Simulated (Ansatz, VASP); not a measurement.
# One calculation of CaO, two programs

```xyz
2
Lattice="0.0000 2.6067 2.6589 2.6067 0.0000 2.6589 2.6067 2.6067 0.0000" Properties=species:S:1:pos:R:3 pbc="T T T"
Ca    0.0000    0.0000    0.0000
O     1.3034    1.3034    1.3294
```

Change from the starting cell: uniaxial_z strain +2.0%.

Alike in both runs: task single point; functional PBE; k mesh 8 × 8 × 8; occupations fermi-dirac, width 0.02 eV; no spin polarisation.

|  | VASP | Ansatz |
| --- | --- | --- |
| version | VASP 6.6.1 | Ansatz 0.2.0 |
| potentials or method | VASP PAW PBE potentials, release 64 (Ca_sv, O) | plane waves, PAW |
| plane-wave cutoff (eV) | 520 | 420 |
| valence electrons in the cell | 16 | 16 |

```csv
,VASP,Ansatz,Ansatz less VASP
gap on the k mesh at the Fermi level (eV),3.24,3.25,+0.007
pressure (GPa),0.2,-0.2,-0.43
"traceless stress, the component that is largest in VASP (GPa)",-0.25,-0.26,-0.012
```

With one functional, cell and mesh, what is left measures potentials, basis and numerics.
